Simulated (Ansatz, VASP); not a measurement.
**Ni: VASP beside Ansatz**

```
Ni
1.0
     0.00000    1.53476    1.53476
     1.53476    0.00000    1.53476
     1.53476    1.53476    0.00000
Ni
1
Direct
  0.00000 0.00000 0.00000
```

Change from the starting cell: volume scaled by 0.72, LAPW.

Alike in both runs: task single point; functional LDA; k mesh 18 × 18 × 18; occupations fermi-dirac, width 0.08 eV; collinear spin.

|  | VASP | Ansatz |
| --- | --- | --- |
| version | VASP 6.6.1 | Ansatz 0.2.0 |
| potentials or method | VASP PAW LDA potentials, release 64 (Ni), cutoff 520 eV | all-electron LAPW, scalar-relativistic |

Ansatz gave:

| Property | Result |
| --- | --- |
| pressure (GPa) | 182.2 |
| net moment per atom (μB) | 0.43 |
| size of the moment on the site where the two differ most (μB) | 0.44 |

Q: Estimate VASP's values.

A: Pressure (GPa): 181.5; net moment per atom (μB): 0.36; size of the moment on the site where the two differ most (μB): 0.34.

LDA's correlation is that of Perdew and Zunger in VASP and of Perdew and Wang (1992) in Ansatz. Site moments also hang on the region over which each program counts them. Both programs put the cell under a high pressure, so it lies far from rest at this level. Ansatz ran all-electron here, and VASP with PAW potentials.

Noted on VASP's run: the cell as given lies far from equilibrium.
